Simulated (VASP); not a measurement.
CdS:

```
CELL_PARAMETERS angstrom
0.00000 2.75324 2.75324
2.75324 0.00000 2.75324
2.75324 2.75324 0.00000
ATOMIC_POSITIONS crystal
Cd 0.00000 0.00000 0.00000
S 0.50000 0.50000 0.50000
```

```yaml
Program: VASP 6.6.1
Task: relaxation of cell and atoms
Functional: BLYP
Dispersion: D3(BJ)
Potentials_or_basis: VASP PAW PBE potentials, release 64 (Cd, S)
Cutoff: 600 eV
k_mesh: 8 × 8 × 8
Occupations: fermi-dirac, width 0.05 eV
Spin: no spin polarisation
```

At the start: pressure -2.0 GPa; volume 20.87 Å³/atom.

Question: How do energy, volume and symmetry change on relaxing?

Answer: Over 3 steps the energy falls by 3.6 meV/atom and the volume is 20.32 Å³/atom (-2.7 %); space group Fm-3m (No. 225, to 0.05 Å).

Step by step:
```tsv
step	energy change (eV)	largest force (eV/Å)	pressure (GPa)	volume (Å³)
1	0.0000	0.0000	-2.01	41.74
2	-0.0058	0.0000	0.91	40.18
3	-0.0071	0.0000	0.03	40.63
```

Final structure:
```
Cd S
1.0
     0.00000    2.72863    2.72863
     2.72863    0.00000    2.72863
     2.72863    2.72863    0.00000
Cd S
1 1
Cartesian
  0.0000 0.0000 0.0000
  2.7286 2.7286 2.7286
```

Caveat: the PAW data sets were made with another functional, which shifts forces and pressure a little.
